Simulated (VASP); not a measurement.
# La2O3 in VASP: a series of runs

Runs on La2O3. Level: PBE. Tasks: single point.

Everything below comes from runs of VASP 6.6.1. Logs are shortened: lines on timing, memory, paths and dates and some standing lists are left out, and cuts for length are marked.

## Step 1: The cell of the first run

The typed cell holds 5 atoms: a = 6.372 Å, b = 6.372 Å, c = 3.287 Å, α = 90.00°, β = 90.00°, γ = 120.00°.

## Step 2: Single point, PBE

INCAR

```
PREC = Accurate
ENCUT = 520
EDIFF = 1E-7
ISMEAR = 0
SIGMA = 0.02
LREAL = F
LASPH = T
NELM = 60
ALGO = Normal
ISIF = 2
LWAVE = F
LCHARG = F
GGA = PE
NBANDS = 28
```

KPOINTS

```
regular mesh
0
Gamma
  6 6 8
```

POSCAR

```
La2O3
1.0
    6.3717259911      0.0000000000      0.0000000000
   -3.1858629956      5.5180765743      0.0000000000
    0.0000000000      0.0000000000      3.2867434177
La O
2 3
Direct
    0.3333333333      0.6666666667      0.5000000000
    0.6666666667      0.3333333333      0.5000000000
    0.4999803106      0.4999803106      0.0000000000
    0.0000000000      0.5000196894      0.0000000000
    0.5000196894      0.0000000000      0.0000000000
```

Potentials or basis: VASP PAW PBE potentials, release 64 (La, O).

Run with:

```console
> cat potpaw_PBE.64/La/POTCAR potpaw_PBE.64/O/POTCAR > POTCAR
> mpirun -np 1 vasp_std > vasp.out
```

OUTCAR:

```text
PREC = Accurate
   ENCUT = 520
   EDIFF = 1E-7
   ISMEAR = 0
   LREAL = F
   LASPH = T
   NELM = 60
   ISIF = 2
   GGA = PE

 ion  position               nearest neighbor table
   1  0.333  0.667  0.500-   4 2.47   4 2.47   5 2.47   5 2.47   3 2.47   3 2.47   2 3.68   2 3.68
                             2 3.68
   2  0.667  0.333  0.500-   4 2.47   4 2.47   5 2.47   5 2.47   3 2.47   3 2.47   1 3.68   1 3.68
                             1 3.68
   3  0.500  0.500  0.000-   2 2.47   2 2.47   1 2.47   1 2.47
   4  0.000  0.500  0.000-   1 2.47   1 2.47   2 2.47   2 2.47
   5  0.500  0.000  0.000-   2 2.47   2 2.47   1 2.47   1 2.47

  LATTYP: Found a hexagonal cell.
 ALAT       =     6.3717259911
 C/A-ratio  =     0.5158325110

  Lattice vectors:

 A1 = (   6.3717259911,   0.0000000000,   0.0000000000)
 A2 = (  -3.1858629956,   5.5180765743,   0.0000000000)
 A3 = (   0.0000000000,   0.0000000000,   3.2867434177)

Analysis of symmetry for initial positions (statically):
=====================================================================
 Subroutine PRICEL returns:
 Original cell was already a primitive cell.

 Routine SETGRP: Setting up the symmetry group for a
 hexagonal supercell.

 Subroutine GETGRP returns: Found 12 space group operations
 (whereof 12 operations were pure point group operations)
 out of a pool of 24 trial point group operations.

The static configuration has the point symmetry D_3h.

Analysis of symmetry for dynamics (positions and initial velocities):
=====================================================================
 Subroutine PRICEL returns:
 Original cell was already a primitive cell.

 Routine SETGRP: Setting up the symmetry group for a
 hexagonal supercell.

 Subroutine GETGRP returns: Found 12 space group operations
 (whereof 12 operations were pure point group operations)
 out of a pool of 24 trial point group operations.

The dynamic configuration has the point symmetry D_3h.

 Subroutine INISYM returns: Found 12 space group operations
 (whereof 12 operations are pure point group operations),
 and found     1 'primitive' translations

----------------------------------------------------------------------------------------

                                     Primitive cell

  volume of cell :     115.5608

  direct lattice vectors                    reciprocal lattice vectors
     6.371725991  0.000000000  0.000000000     0.156943346  0.090611283  0.000000000
    -3.185862996  5.518076574  0.000000000     0.000000000  0.181222567  0.000000000
     0.000000000  0.000000000  3.286743418     0.000000000  0.000000000  0.304252530

  length of vectors
     6.371725991  6.371725991  3.286743418     0.181222567  0.181222567  0.304252530

  position of ions in fractional coordinates (direct lattice)
     0.333333333  0.666666667  0.500000000
     0.666666667  0.333333333  0.500000000
     0.499980311  0.499980311  0.000000000
     0.000000000  0.500019689  0.000000000
     0.500019689  0.000000000  0.000000000

  ion indices of the primitive-cell ions
   primitive index   ion index
                 1           1
                 2           2
                 3           3
                 4           4
                 5           5

----------------------------------------------------------------------------------------

 KPOINTS: regular mesh

Automatic generation of k-mesh.
 Grid dimensions read from file:
 generate k-points for:    6    6    8

 Generating k-lattice:

  Cartesian coordinates                     Fractional coordinates (reciprocal lattice)
     0.026157224  0.015101881  0.000000000     0.166666667  0.000000000  0.000000000
     0.000000000  0.030203761  0.000000000     0.000000000  0.166666667  0.000000000
     0.000000000  0.000000000  0.038031566     0.000000000  0.000000000  0.125000000

  Length of vectors
     0.030203761  0.030203761  0.038031566

  Shift w.r.t. Gamma in fractional coordinates (k-lattice)
     0.000000000  0.000000000  0.000000000

 Subroutine IBZKPT returns following result:
 ===========================================

 Found     35 irreducible k-points:

 Following reciprocal coordinates:
            Coordinates               Weight
  0.000000  0.000000  0.000000      1.000000
  0.166667 -0.000000  0.000000      6.000000
  0.333333 -0.000000  0.000000      6.000000
  0.500000 -0.000000  0.000000      3.000000
  0.166667  0.166667  0.000000      6.000000
  0.333333  0.166667  0.000000     12.000000
[... 16 lines left out ...]
  0.166667 -0.000000  0.375000     12.000000
  0.333333 -0.000000  0.375000     12.000000
 [... further k-points ...]
   k-points           NKPTS =     35   k-points in BZ     NKDIM =     35   number of bands    NBANDS=     28
   number of dos      NEDOS =    301   number of ions     NIONS =      5
   total plane-waves  NPLWV =  55296
   dimension x,y,z NGX =    48 NGY =   48 NGZ =   24
   dimension x,y,z NGXF=    96 NGYF=   96 NGZF=   48
   ions per type =               2   3
   NGX,Y,Z   is equivalent  to a cutoff of  12.52, 12.52, 12.14 a.u.
   NGXF,Y,Z  is equivalent  to a cutoff of  25.05, 25.05, 24.28 a.u.
 SYSTEM =  unknown system
   PREC   = accura    normal or accurate (medium, high low for compatibility)
   ISTART =      0    job   : 0-new  1-cont  2-samecut
   ICHARG =      2    charge: 1-file 2-atom 10-const
   ISPIN  =      1    spin polarized calculation?
   LNONCOLLINEAR =      F non collinear calculations
   LSORBIT =      F    spin-orbit coupling
   LASPH  =      T    aspherical Exc in radial PAW
   ENCUT  =  520.0 eV  38.22 Ry    6.18 a.u.  11.85 11.85  6.11*2*pi/ulx,y,z
   NELM   =     60;   NELMIN=  2; NELMDL= -5     # of ELM steps
   EDIFF  = 0.1E-06   stopping-criterion for ELM
   LREAL  =      F    real-space projection
   EDIFFG = 0.1E-05   stopping-criterion for IOM
   NSW    =      0    number of steps for IOM
   IBRION =     -1    ionic relax: 0-MD 1-quasi-New 2-CG
   NFREE  =      0    steps in history (QN), initial steepest desc. (CG)
   ISIF   =      2    stress and relaxation
   ISYM   =      2    0-nonsym 1-usesym 2-fastsym
   POTIM  = 0.5000    time-step for ionic-motion
   TEBEG  =    0.0;   TEEND  =   0.0 temperature during run
   PSTRESS=    0.0 pullay stress
   NELECT =      40.0000    total number of electrons
   NUPDOWN=      -1.0000    fix difference up-down
   EMIN   =  10.00;   EMAX   =-10.00  energy-range for DOS
   EFERMI =   0.00;   METHOD = LEGACY
   ISMEAR =     0;   SIGMA  =   0.02  broadening in eV -4-tet -1-fermi 0-gaus
   EFERMI_NEDOS =   21; number of points for ismear=-14 and -15
   IALGO  =     38    algorithm
   IMIX   =      4    mixing-type and parameters
     AMIX     =   0.40;   BMIX     =  1.00
     AMIX_MAG =   1.60;   BMIX_MAG =  1.00
  volume/ion in A,a.u.               =      23.11       155.97
  Fermi-wavevector in a.u.,A,eV,Ry     =   1.149453  2.172152 17.976597  1.321243
  Thomas-Fermi vector in A             =   2.286123
   LORBIT       =      0    0 simple, 1 ext, 2 COOP (PROOUT), +10 PAW based schemes
   GGA     = PE    functional components
   LHFCALC =     F    Hartree Fock is set to
   AEXX    =    0.0000 exact exchange contribution
   IVDW    =     0    specifies the selected vdW correction
   LEPSILON=     F    determine dielectric tensor
   LRPA    =     F    only Hartree local field effects (RPA)
 non-spin polarized calculation
 Gauss-broadening in eV      SIGMA  =   0.02
  energy-cutoff  :      520.00
  volume of cell :      115.56
 maximum number of plane-waves:      3130
 NGX is ok and might be reduce to    48

 number of electron      40.0000000 magnetization

 Free energy of the ion-electron system (eV)
  ---------------------------------------------------
  ext. energy  EPLUGINS =         0.00000000
  ---------------------------------------------------
  free energy    TOTEN  =       -40.77986736 eV

  energy without entropy =      -40.77986736  energy(sigma->0) =      -40.77986736

 E-fermi :   3.2360     XC(G=0):  -8.2058

 val. band max:        3.0958863707   @ k =   0.0000   0.0000   0.5000
 cond. band min:       4.7314757533   @ k =   0.0000   0.0000   0.0000
 fundamental gap:      1.6355893826
 Fermi energy:         3.2360221343

 k-point     1 :       0.0000    0.0000    0.0000
  band No.  band energies     occupation
      1     -27.4551      2.00000
      2     -27.2659      2.00000
      3     -14.2530      2.00000
      4     -14.2530      2.00000
      5     -12.6571      2.00000
      6     -11.0050      2.00000
[... 20 lines left out ...]
     27       7.8673      0.00000
     28       7.8708      0.00000

 k-point     2 :       0.1667   -0.0000    0.0000
  band No.  band energies     occupation
      1     -27.4442      2.00000
      2     -27.2774      2.00000
      3     -14.2566      2.00000
      4     -14.1878      2.00000
      5     -12.8195      2.00000
      6     -10.9880      2.00000
[... 20 lines left out ...]
     27       7.8773      0.00000
     28       7.8837      0.00000

 k-point     3 :       0.3333   -0.0000    0.0000
  band No.  band energies     occupation
      1     -27.4161      2.00000
      2     -27.3069      2.00000
      3     -14.2635      2.00000
      4     -14.0132      2.00000
      5     -13.1476      2.00000
      6     -10.9533      2.00000
[... 20 lines left out ...]
     27       7.8898      0.00000
     28       7.9059      0.00000

 k-point     4 :       0.5000   -0.0000    0.0000
  band No.  band energies     occupation
      1     -27.3934      2.00000
      2     -27.3303      2.00000
      3     -14.2670      2.00000
      4     -13.8673      2.00000
      5     -13.3575      2.00000
      6     -10.9355      2.00000
[... 20 lines left out ...]
     27       7.9029      0.00000
     28       7.9345      0.00000

 k-point     5 :       0.1667    0.1667    0.0000
  band No.  band energies     occupation
      1     -27.4244      2.00000
      2     -27.2983      2.00000
      3     -14.2630      2.00000
      4     -14.0636      2.00000
      5     -13.0616      2.00000
      6     -10.9574      2.00000
[... 20 lines left out ...]
     27       7.8858      0.00000
     28       7.8970      0.00000

 k-point     6 :       0.3333    0.1667    0.0000
  band No.  band energies     occupation
      1     -27.3934      2.00000
      2     -27.3303      2.00000
      3     -14.2699      2.00000
      4     -13.8595      2.00000
      5     -13.3637      2.00000
      6     -10.9234      2.00000
[... 463 lines left out ...]
      5     -13.7637      2.00000
      6     -11.2473      2.00000
[... 20 lines left out ...]
     27       7.6771      0.00000
     28       7.7389      0.00000

 k-point    22 :       0.0000    0.0000    0.3750
  band No.  band energies     occupation
      1     -27.1712      2.00000
      2     -27.0245      2.00000
      3     -14.6478      2.00000
      4     -13.2023      2.00000
      5     -13.2023      2.00000
      6     -11.9868      2.00000
[... 20 lines left out ...]
     27       7.6240      0.00000
     28       7.6241      0.00000

 k-point    23 :       0.1667   -0.0000    0.3750
  band No.  band energies     occupation
      1     -27.1627      2.00000
      2     -27.0334      2.00000
      3     -14.5946      2.00000
      4     -13.3750      2.00000
      5     -13.2041      2.00000
      6     -11.8388      2.00000
[... 20 lines left out ...]
     27       7.6309      0.00000
     28       7.6617      0.00000

 k-point    24 :       0.3333   -0.0000    0.3750
  band No.  band energies     occupation
      1     -27.1407      2.00000
      2     -27.0561      2.00000
      3     -14.4489      2.00000
      4     -13.7003      2.00000
      5     -13.2078      2.00000
      6     -11.5776      2.00000
[... 20 lines left out ...]
     27       7.6998      0.00000
     28       7.7416      0.00000

 [... further k-points ...]

------------------------ aborting loop because EDIFF is reached ----------------------------------------

  FORCE on cell =-STRESS in cart. coord.  units (eV):
  Direction    XX          YY          ZZ          XY          YZ          ZX
  --------------------------------------------------------------------------------------
  -------------------------------------------------------------------------------------
  Total       -0.1316664     -0.1316664     -0.1822451      0.0000000     -0.0000000      0.0000000
  in kB       -1.8254716     -1.8254716     -2.5267121      0.0000000     -0.0000000      0.0000000
  external PRESSURE =      -2.0592185 kB  Pullay stress =       0.0000000 kB

 VOLUME and BASIS-vectors are now :
 -----------------------------------------------------------------------------
  energy-cutoff  :      520.00
  volume of cell :      115.56
      direct lattice vectors                 reciprocal lattice vectors
     6.371725991  0.000000000  0.000000000     0.156943346  0.090611283  0.000000000
    -3.185862996  5.518076574  0.000000000     0.000000000  0.181222567  0.000000000
     0.000000000  0.000000000  3.286743418     0.000000000  0.000000000  0.304252530

 POSITION                                       TOTAL-FORCE (eV/Angst)
 -----------------------------------------------------------------------------------
     -0.00000      3.67872      1.64337         0.000000     -0.000000     -0.000000
      3.18586      1.83936      1.64337        -0.000000     -0.000000     -0.000000
      1.59287      2.75893      0.00000         0.000079      0.000137      0.000000
     -1.59299      2.75915      0.00000         0.000079     -0.000137     -0.000000
      3.18599      0.00000      0.00000        -0.000159     -0.000000     -0.000000
 -----------------------------------------------------------------------------------
    total drift:                               -0.000000     -0.000000      0.000000

  FREE ENERGIE OF THE ION-ELECTRON SYSTEM (eV)
  ---------------------------------------------------
  free  energy   TOTEN  =       -40.7798673598 eV

  energy  without entropy=      -40.7798673598  energy(sigma->0) =      -40.77986736
```

It took 75 s on 1 thread of Intel Xeon 6975P-C (Granite Rapids), shared host; peak memory 0.29 GiB.

Results:

- Free energy: -40.7799 eV
- Pressure: -0.2 GPa
- Band gap on the k mesh: 1.64 eV (least direct gap 2.07 eV)

Caveat: spin-orbit coupling is left out, which moves the levels of the heavy elements. A k mesh can miss the band edges.

## Step 3: Single point, PBE

This run uses another cell than the first one: it holds 10 atoms, not 5.

INCAR

```
ALGO = Normal
EDIFF = 1E-6
ENCUT = 520
GGA = PE
ISIF = 2
ISMEAR = 0
LASPH = True
LCHARG = False
LREAL = False
LWAVE = False
NBANDS = 51
NELM = 80
PREC = Accurate
SIGMA = 0.1
```

KPOINTS

```
k-points
0
Gamma
  4 2 2
```

POSCAR

```
La2O3
1.0
    0.0000000000      0.0000000000     -3.2867434177
    3.1858629956     -5.5180765743      0.0000000000
   -9.5575889867     -5.5180765743      0.0000000000
La O
4 6
Direct
    0.5000000000      0.5000000000      0.8333333333
    0.5000000000      0.0000000000      0.3333333333
    0.5000000000      0.0000000000      0.6666666667
    0.5000000000      0.5000000000      0.1666666667
    1.0000000000      0.7500098447      0.7500098447
    0.0000000000      0.2500098447      0.2500098447
    1.0000000000      0.4999803106      1.0000000000
    1.0000000000      0.9999803106      0.5000000000
    1.0000000000      0.2500098447      0.7499901553
    1.0000000000      0.7500098447      0.2499901553
```

Potentials or basis: VASP PAW PBE potentials, release 64 (La, O).

Run with:

```console
> cat potpaw_PBE.64/La/POTCAR potpaw_PBE.64/O/POTCAR > POTCAR
> mpirun -np 1 vasp_std > vasp.out
```

It took 2.4 min on 1 thread of Intel Xeon 6975P-C (Granite Rapids), shared host; peak memory 0.36 GiB.

The run converged. Its results:

| Item | Value |
| --- | --- |
| Free energy | -81.5505 eV |
| Pressure | -0.2 GPa |
| Band gap on the k mesh | 1.63 eV |

Stress tensor (GPa, compression positive):
```
-0.18 -0.02  0.00
-0.02 -0.16  0.00
 0.00  0.00 -0.25
```

Levels at points of the mesh, in eV from the valence-band top:
```csv
k point,band 38,band 39,band 40,band 41,band 42,band 43
"(0.00, 0.00, 0.00)",-0.89,-0.64,-0.44,1.63,2.71,3.51
"(0.50, 0.00, 0.00)",-0.59,-0.25,0.00,4.28,4.33,4.34
"(0.00, 0.50, 0.00)",-1.02,-0.94,-0.94,2.69,2.69,3.58
"(0.50, 0.50, 0.00)",-0.61,-0.60,-0.60,4.33,4.33,4.38
"(0.00, 0.00, 0.50)",-0.80,-0.67,-0.67,2.04,2.04,3.80
"(0.50, 0.00, 0.50)",-0.44,-0.33,-0.33,4.29,4.29,4.30
"(0.00, 0.50, 0.50)",-1.02,-0.89,-0.89,2.71,2.71,3.51
"(0.50, 0.50, 0.50)",-0.62,-0.59,-0.59,4.33,4.33,4.38
```

Caveat: the k points lie up to 0.49 Å⁻¹ apart; spin-orbit coupling is left out, which moves the levels of the heavy elements. A k mesh can miss the band edges.
